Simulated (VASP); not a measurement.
Here is a VASP 6.6.1 calculation.

Contents of POSCAR:

```
Al3Cu
1.0
    3.0590162731      0.0000000000      0.0000000000
    0.0000000000      3.0590162731      0.0000000000
    0.0000000000      0.0000000000      6.2510712122
Al Cu
3 1
Direct
    0.0000000000      0.0000000000      0.5000000000
    0.5000000000      0.5000000000      0.2229285319
    0.5000000000      0.5000000000      0.7770714681
    0.0000000000      0.0000000000      0.0000000000
```

The input INCAR.step1:

```
ALGO = Normal
EDIFF = 1E-4
ENCUT = 520
GGA = PE
ISMEAR = 0
LASPH = True
LCHARG = False
LREAL = False
LWAVE = True
NBANDS = 18
NELM = 100
PREC = Accurate
SIGMA = 0.1
```

Contents of INCAR.step2:

```
ALGO = Normal
EDIFF = 1E-7
ENCUT = 520
ISIF = 2
ISMEAR = 0
ISTART = 1
LASPH = True
LCHARG = False
LMIXTAU = True
LREAL = False
LWAVE = False
METAGGA = R2SCAN
NBANDS = 18
NELM = 100
PREC = Accurate
SIGMA = 0.1
```

KPOINTS

```
k-points
0
Gamma
  2 2 1
```

Potentials or basis: VASP PAW PBE potentials, release 64 (Al, Cu).

Launch:

```console
$ cat potpaw_PBE.64/Al/POTCAR potpaw_PBE.64/Cu/POTCAR > POTCAR
$ cp INCAR.step1 INCAR
$ mpirun -np 1 vasp_std > vasp.out
$ cp INCAR.step2 INCAR
$ mpirun -np 1 vasp_std > vasp.out
```

Task: Estimate the pressure.

Result: -0.2 GPa.

Task: Predict the largest force.

Result: 0.006 eV/Å.

Forces on the atoms (eV/Å):
```
Al   0.000  0.000  0.000
Al   0.000  0.000  0.006
Al   0.000  0.000 -0.006
Cu   0.000  0.000  0.000
```

Caveat: the k points lie up to 1.03 Å⁻¹ apart, too coarse for converged energies and pressures of a metal; the PAW data sets were made with another functional, which shifts forces and pressure a little.
